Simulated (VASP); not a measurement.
A run of VASP 6.6.1 is set up as follows.

POSCAR

```
SnSe
1.0
    4.2853270000      0.0000000000      0.0000000000
    0.0000000000      4.2853270000      0.0000000000
    0.0000000000      0.0000000000     10.9906920000
Sn Se
2 2
Direct
    0.5000000000      0.0000000000      0.3722290000
    0.0000000000      0.5000000000      0.6277710000
    0.5000000000      0.0000000000      0.6160390000
    0.0000000000      0.5000000000      0.3839610000
```

Contents of INCAR.step1:

```
  PREC = Accurate
  ENCUT = 520
  ISMEAR = 0
  SIGMA = 0.01
  LREAL = F
  LASPH = T
  NELM = 100
  NBANDS = 28
  GGA = PE
  ALGO = Normal
  EDIFF = 1E-4
  LWAVE = T
  LCHARG = F
```

File INCAR.step2:

```
  PREC = Accurate
  ENCUT = 520
  EDIFF = 1E-6
  ISMEAR = 0
  SIGMA = 0.01
  LREAL = F
  LASPH = T
  NELM = 100
  ALGO = Normal
  ISIF = 2
  LWAVE = F
  LCHARG = T
  METAGGA = R2SCAN
  LMIXTAU = T
  LELF = T
  LVHAR = T
  NBANDS = 28
  ISTART = 1
```

KPOINTS

```
regular mesh
0
Gamma
  4 4 2
```

Potentials or basis: VASP PAW PBE potentials, release 64 (Sn_d, Se).

The run is started by

```sh
$ cat potpaw_PBE.64/Sn_d/POTCAR potpaw_PBE.64/Se/POTCAR > POTCAR
$ cp INCAR.step1 INCAR
$ mpirun -np 1 vasp_std > vasp.out
$ cp INCAR.step2 INCAR
$ mpirun -np 1 vasp_std > vasp.out
```

Q: Estimate the band gap on the k mesh.

A: 1.91 eV (least direct gap 1.97 eV).

Q: Estimate the largest force.

A: 0.072 eV/Å.

Forces in eV/Å, atoms in the order of the input:
```
Sn   0.000  0.000  0.022
Sn   0.000  0.000 -0.022
Se   0.000  0.000 -0.072
Se   0.000  0.000  0.072
```

Caveat: the PAW data sets were made with another functional, which shifts forces and pressure a little; spin-orbit coupling is left out, which moves the levels of the heavy elements.
